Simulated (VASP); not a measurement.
# MnO (Fm-3m) in VASP: relaxation of cell and atoms with LDA

Aim: the relaxation of cell and atoms of MnO with LDA.

Program: VASP 6.6.1. These are calculated values, not measurements. Logs are shortened: lines on timing, memory, paths and dates and some standing lists are left out, and cuts for length are marked.

## 1. The cell of the first run

The structure is cubic, space group Fm-3m (No. 225). Conventional cell: a = 4.446 Å, b = 4.446 Å, c = 4.446 Å, α = 90.00°, β = 90.00°, γ = 90.00°. Mn (site symmetry m-3m) has 6 O at 2.22 Å within 2.9 Å. Within 2.9 Å of O (site symmetry m-3m) lie 6 Mn at 2.22 Å.

## 2. Relaxation of cell and atoms, LDA, collinear spin, antiferromagnetic start

INCAR

```
PREC     = Accurate       # precision mode
ENCUT    = 600            # plane-wave cutoff, eV
EDIFF    = 1E-6           # SCF threshold, eV
ISMEAR   = 0              # smearing method
SIGMA    = 0.1            # smearing width, eV
LREAL    = F              # projectors in reciprocal space
LASPH    = T              # aspherical terms in the spheres
NELM     = 150            # most SCF steps
ALGO     = Normal         # electronic algorithm
ISIF     = 3              # what is computed and relaxed
LWAVE    = F              # write WAVECAR
LCHARG   = F              # write CHGCAR
ISPIN    = 2              # spin polarisation
MAGMOM   = 4.41 -4.41 0 0 # initial moments
LORBIT   = 11             # projections on sites
LMAXMIX  = 4              # l up to which the mixer works
GGA      = CA             # functional
IBRION   = 2              # ionic algorithm
NSW      = 100            # ionic steps
EDIFFG   = -0.05          # ionic threshold
```

KPOINTS

```
Automatic mesh
0
Gamma
  9 9 9
```

POSCAR

```
MnO
1.0
   -2.2230000000     -2.2230000000      4.4460000000
   -4.4460000000     -2.2230000000      2.2230000000
   -2.2230000000     -4.4460000000      2.2230000000
Mn O
2 2
Direct
    0.0000000000      0.0000000000      0.0000000000
    0.5000000000      0.5000000000      0.5000000000
    1.2500000000     -0.7500000000     -0.7500000000
    1.7500000000     -0.2500000000     -0.2500000000
```

Potentials or basis: VASP PAW LDA potentials, release 64 (Mn_pv, O).

On the command line:

```
cat potpaw_LDA.64/Mn_pv/POTCAR potpaw_LDA.64/O/POTCAR > POTCAR
mpirun -np 1 vasp_std > vasp.out
```

OUTCAR:

```text
PREC = Accurate
   ENCUT = 600
   EDIFF = 1E-6
   ISMEAR = 0
   LREAL = F
   LASPH = T
   NELM = 150
   ISIF = 3
   ISPIN = 2
   LORBIT = 11
   GGA = CA
   IBRION = 2
   NSW = 100
   EDIFFG = -0.05

 ion  position               nearest neighbor table
   1  0.000  0.000  0.000-   4 2.22   4 2.22   4 2.22   3 2.22   3 2.22   3 2.22   2 3.14   2 3.14
                             2 3.14   2 3.14   2 3.14   2 3.14
   2  0.500  0.500  0.500-   3 2.22   3 2.22   3 2.22   4 2.22   4 2.22   4 2.22   1 3.14   1 3.14
                             1 3.14   1 3.14   1 3.14   1 3.14
   3  0.250  0.250  0.250-   1 2.22   1 2.22   1 2.22   2 2.22   2 2.22   2 2.22
   4  0.750  0.750  0.750-   2 2.22   2 2.22   2 2.22   1 2.22   1 2.22   1 2.22

  LATTYP: Found a trigonal (rhomboedric) cell.
 ALAT       =     5.4452156982
 COS(alpha) =     0.8333333333

  Lattice vectors:

 A1 = (  -2.2230000000,  -2.2230000000,   4.4460000000)
 A2 = (  -4.4460000000,  -2.2230000000,   2.2230000000)
 A3 = (  -2.2230000000,  -4.4460000000,   2.2230000000)

Analysis of symmetry for initial positions (statically):
=====================================================================
 Subroutine PRICEL returns following result:

  LATTYP: Found a face centered cubic cell.
 ALAT       =     4.4460000000
[... 12 lines left out ...]
 Subroutine GETGRP returns: Found 12 space group operations
 (whereof 12 operations were pure point group operations)
 out of a pool of 12 trial point group operations.

The static configuration has the point symmetry D_3d.

Analysis of symmetry for dynamics (positions and initial velocities):
=====================================================================
 Subroutine PRICEL returns following result:

  LATTYP: Found a face centered cubic cell.
 ALAT       =     4.4460000000
[... 12 lines left out ...]
 Subroutine GETGRP returns: Found 12 space group operations
 (whereof 12 operations were pure point group operations)
 out of a pool of 12 trial point group operations.

The dynamic configuration has the point symmetry D_3d.

Analysis of structural, dynamic, and magnetic symmetry:
=====================================================================
 Subroutine PRICEL returns following result:

  LATTYP: Found a face centered cubic cell.
 ALAT       =     4.4460000000
[... 12 lines left out ...]
 Subroutine GETGRP returns: Found 12 space group operations
 (whereof 12 operations were pure point group operations)
 out of a pool of 12 trial point group operations.

The overall configuration has the point symmetry D_3d.

 Subroutine INISYM returns: Found 12 space group operations
 (whereof 12 operations are pure point group operations),
 and found     2 'primitive' translations

----------------------------------------------------------------------------------------

                                     Primitive cell

  volume of cell :      21.9709

  direct lattice vectors                    reciprocal lattice vectors
     2.223000000 -2.223000000  0.000000000     0.224921278 -0.224921278  0.224921278
     0.000000000 -2.223000000 -2.223000000    -0.224921278 -0.224921278 -0.224921278
     2.223000000  0.000000000 -2.223000000     0.224921278  0.224921278 -0.224921278

  length of vectors
     3.143796749  3.143796749  3.143796749     0.389575080  0.389575080  0.389575080

  position of ions in fractional coordinates (direct lattice)
     0.000000000  0.000000000  0.000000000
     0.500000000  0.500000000  0.500000000

  ion indices of the primitive-cell ions
   primitive index   ion index
                 1           1
                 2           3

----------------------------------------------------------------------------------------

 KPOINTS: Automatic mesh

Automatic generation of k-mesh.
 Grid dimensions read from file:
 generate k-points for:    9    9    9

 Generating k-lattice:

  Cartesian coordinates                     Fractional coordinates (reciprocal lattice)
     0.012495627  0.012495627  0.037486880     0.111111111  0.000000000  0.000000000
    -0.037486880  0.012495627 -0.012495627     0.000000000  0.111111111  0.000000000
     0.012495627 -0.037486880 -0.012495627     0.000000000  0.000000000  0.111111111

  Length of vectors
     0.041443305  0.041443305  0.041443305

  Shift w.r.t. Gamma in fractional coordinates (k-lattice)
     0.000000000  0.000000000  0.000000000

 Subroutine IBZKPT returns following result:
 ===========================================

 Found     85 irreducible k-points:

 Following reciprocal coordinates:
            Coordinates               Weight
  0.000000  0.000000  0.000000      1.000000
  0.111111  0.000000  0.000000      6.000000
  0.222222  0.000000  0.000000      6.000000
  0.333333  0.000000  0.000000      6.000000
  0.444444  0.000000  0.000000      6.000000
  0.111111  0.111111  0.000000      6.000000
[... 16 lines left out ...]
 -0.333333  0.333333  0.000000      6.000000
  0.444444  0.444444  0.000000      6.000000
 [... further k-points ...]
   k-points           NKPTS =     85   k-points in BZ     NKDIM =     85   number of bands    NBANDS=     23
   number of dos      NEDOS =    301   number of ions     NIONS =      4
   total plane-waves  NPLWV = 110592
   dimension x,y,z NGX =    48 NGY =   48 NGZ =   48
   dimension x,y,z NGXF=    96 NGYF=   96 NGZF=   96
   ions per type =               2   2
   NGX,Y,Z   is equivalent  to a cutoff of  14.65, 14.65, 14.65 a.u.
   NGXF,Y,Z  is equivalent  to a cutoff of  29.31, 29.31, 29.31 a.u.
 SYSTEM =  unknown system
   PREC   = accura    normal or accurate (medium, high low for compatibility)
   ISTART =      0    job   : 0-new  1-cont  2-samecut
   ICHARG =      2    charge: 1-file 2-atom 10-const
   ISPIN  =      2    spin polarized calculation?
   LNONCOLLINEAR =      F non collinear calculations
   LSORBIT =      F    spin-orbit coupling
   LASPH  =      T    aspherical Exc in radial PAW
   ENCUT  =  600.0 eV  44.10 Ry    6.64 a.u.  10.88 10.88 10.88*2*pi/ulx,y,z
   NELM   =    150;   NELMIN=  2; NELMDL= -5     # of ELM steps
   EDIFF  = 0.1E-05   stopping-criterion for ELM
   LREAL  =      F    real-space projection
   EDIFFG = -.5E-01   stopping-criterion for IOM
   NSW    =    100    number of steps for IOM
   IBRION =      2    ionic relax: 0-MD 1-quasi-New 2-CG
   NFREE  =      1    steps in history (QN), initial steepest desc. (CG)
   ISIF   =      3    stress and relaxation
   ISYM   =      2    0-nonsym 1-usesym 2-fastsym
   POTIM  = 0.5000    time-step for ionic-motion
   TEBEG  =    0.0;   TEEND  =   0.0 temperature during run
   PSTRESS=    0.0 pullay stress
   NELECT =      38.0000    total number of electrons
   NUPDOWN=      -1.0000    fix difference up-down
   EMIN   =  10.00;   EMAX   =-10.00  energy-range for DOS
   EFERMI =   0.00;   METHOD = LEGACY
   ISMEAR =     0;   SIGMA  =   0.10  broadening in eV -4-tet -1-fermi 0-gaus
   EFERMI_NEDOS =   21; number of points for ismear=-14 and -15
   IALGO  =     38    algorithm
   IMIX   =      4    mixing-type and parameters
     AMIX     =   0.40;   BMIX     =  1.00
     AMIX_MAG =   1.60;   BMIX_MAG =  1.00
  volume/ion in A,a.u.               =      10.99        74.13
  Fermi-wavevector in a.u.,A,eV,Ry     =   1.559708  2.947420 33.098734  2.432688
  Thomas-Fermi vector in A             =   2.663027
   LORBIT       =     11    0 simple, 1 ext, 2 COOP (PROOUT), +10 PAW based schemes
   GGA     = CA    functional components
   LHFCALC =     F    Hartree Fock is set to
   AEXX    =    0.0000 exact exchange contribution
   IVDW    =     0    specifies the selected vdW correction
   LEPSILON=     F    determine dielectric tensor
   LRPA    =     F    only Hartree local field effects (RPA)
 conjugate gradient relaxation of ions
 spin polarized calculation
 Gauss-broadening in eV      SIGMA  =   0.10
  energy-cutoff  :      600.00
  volume of cell :       43.94
 maximum number of plane-waves:      1488
 NGX is ok and might be reduce to    48
   NGX = 21   NGY = 21   NGZ = 21

--------------------------------------- Ionic step        1  -------------------------------------------

 number of electron      37.9999998 magnetization      -0.0000000

 number of electron      37.9999998 magnetization       0.0000000

 Free energy of the ion-electron system (eV)
  ---------------------------------------------------
  ext. energy  EPLUGINS =         0.00000000
  ---------------------------------------------------
  free energy    TOTEN  =       -35.39710435 eV

  energy without entropy =      -35.39710435  energy(sigma->0) =      -35.39710435

------------------------ aborting loop because EDIFF is reached ----------------------------------------

  FORCE on cell =-STRESS in cart. coord.  units (eV):
  Direction    XX          YY          ZZ          XY          YZ          ZX
  --------------------------------------------------------------------------------------
  -------------------------------------------------------------------------------------
  Total       -4.0078210     -4.0078210     -4.0078210     -0.4915043      0.4915043      0.4915043
  in kB     -146.1303836   -146.1303836   -146.1303836    -17.9208884     17.9208884     17.9208884
  external PRESSURE =    -146.1303836 kB  Pullay stress =       0.0000000 kB
[... 147 lines left out ...]
 number of electron      38.0000003 magnetization      -0.0000000

 number of electron      38.0000003 magnetization       0.0000000

 Free energy of the ion-electron system (eV)
  ---------------------------------------------------
  ext. energy  EPLUGINS =         0.00000000
  ---------------------------------------------------
  free energy    TOTEN  =       -35.64901373 eV

  energy without entropy =      -35.64901246  energy(sigma->0) =      -35.64901310

 E-fermi :   8.4035     XC(G=0): -12.9770

 val. band max:        8.1495735772   @ k =   0.4444   0.4444   0.4444
 cond. band min:       8.6639906161   @ k =   0.4444   0.0000   0.0000
 fundamental gap:      0.5144170390
 Fermi energy:         8.4035479556

 spin component 1

 k-point     1 :       0.0000    0.0000    0.0000
  band No.  band energies     occupation
      1     -41.2272      1.00000
      2     -41.1544      1.00000
      3     -41.1544      1.00000
      4     -37.1091      1.00000
      5     -37.0559      1.00000
      6     -37.0559      1.00000
[... 613 lines left out ...]
     22      10.2930      0.00000
     23      11.5213      0.00000

 [... further k-points ...]

 spin component 2

 k-point     1 :       0.0000    0.0000    0.0000
  band No.  band energies     occupation
      1     -41.2272      1.00000
      2     -41.1544      1.00000
      3     -41.1544      1.00000
      4     -37.1091      1.00000
      5     -37.0559      1.00000
      6     -37.0559      1.00000
[... 646 lines left out ...]
  FREE ENERGIE OF THE ION-ELECTRON SYSTEM (eV)
  ---------------------------------------------------
  free  energy   TOTEN  =       -35.6490137313 eV

  energy  without entropy=      -35.6490124613  energy(sigma->0) =      -35.64901310

 reached required accuracy - stopping structural energy minimisation

 total charge

# of ion       s       p       d       tot
------------------------------------------
    1        0.226   6.217   5.054  11.498
    2        0.226   6.217   5.054  11.498
    3        1.549   3.433   0.000   4.982
    4        1.549   3.433   0.000   4.982
--------------------------------------------------
tot          3.550  19.301  10.109  32.960

 magnetization (x)

# of ion       s       p       d       tot
------------------------------------------
    1        0.010   0.011   4.100   4.121
    2       -0.010  -0.011  -4.100  -4.121
    3        0.000   0.000   0.000   0.000
    4        0.000   0.000   0.000   0.000
--------------------------------------------------
tot          0.000   0.000   0.000   0.000
```

Run time: 35 min. Hardware: 1 thread of Oxide Virtual Turin-like, shared host; peak memory 0.35 GiB.

What came out:

```yaml
Free_energy: -35.6490 eV
Relaxed_volume: 9.89 Å³/atom
Relaxed_cell: a = 5.079 Å, b = 5.079 Å, c = 5.079 Å, α = 35.53°, β = 35.53°, γ = 35.53°
Space_group_after_relaxing_to_0.1_Å: R-3m (No. 166)
Energy_gained_by_relaxing: 63.0 meV/atom
Ionic_steps: 5
Pressure_after_relaxing: -0.1 GPa
Band_gap_on_the_k_mesh: 0.51 eV
Net_moment: 0.00 μB per cell
Site_moments: Mn +4.12, -4.12; O +0.00 μB
Valence_electrons_inside_the_program's_atomic_spheres: Mn 11.50; O 4.98
```

Step by step:
```
step  energy change (eV)  largest force (eV/Å)  pressure (GPa)  volume (Å³)
   1              0.0000                0.0000          -14.61        43.94
   2             -0.1719                0.0000            9.59        37.87
   3             -0.2196                0.0000            0.60        39.64
   4             -0.2378                0.0000            0.32        39.61
   5             -0.2519                0.0000           -0.10        39.55
```

Final structure:
```
Mn O
1.0
    -2.01404   -2.01404    4.20570
    -4.20570   -2.01404    2.01404
    -2.01404   -4.20570    2.01404
Mn O
2 2
Direct
  0.00000 0.00000 0.00000
  0.50000 0.50000 0.50000
  0.25000 0.25000 0.25000
  0.75000 0.75000 0.75000
```

Caveat: semilocal functionals underestimate gaps, and a narrow one can read as zero; an odd mesh through Γ misses points on the zone boundary, where band edges can lie.
